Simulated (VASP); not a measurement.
A run of VASP 6.6.1 is set up as follows.

Contents of INCAR:

```
PREC = Accurate
ENCUT = 520
EDIFF = 1E-7
ISMEAR = -1
SIGMA = 0.05
LREAL = F
LASPH = T
NELM = 150
ALGO = Normal
ISIF = 2
LWAVE = F
LCHARG = F
ISPIN = 2
MAGMOM = 0.7 0.7
LORBIT = 11
LMAXMIX = 4
GGA = RE
NBANDS = 21
```

KPOINTS

```
regular mesh
0
Gamma
  16 16 9
```

The input POSCAR:

```
Ni
1.0
    2.5065823280      0.0000000000      0.0000000000
   -1.2532911640      2.1707639727      0.0000000000
    0.0000000000      0.0000000000      4.1050009451
Ni
2
Direct
    0.3333333333      0.6666666667      0.2500000000
    0.6666666667      0.3333333333      0.7500000000
```

Potentials or basis: VASP PAW PBE potentials, release 64 (Ni).

Command:

```sh
$ cat potpaw_PBE.64/Ni/POTCAR > POTCAR
$ mpirun -np 1 vasp_std > vasp.out
```

Task: Estimate the site moments.

Result: Ni +0.65 μB.

Task: Estimate the net moment.

Result: 1.27 μB per cell.

Stress tensor (GPa, compression positive):
```
-0.31  0.00  0.00
 0.00 -0.31  0.00
 0.00  0.00  0.38
```

Caveat: the PAW data sets were made with another functional, which shifts forces and pressure a little.
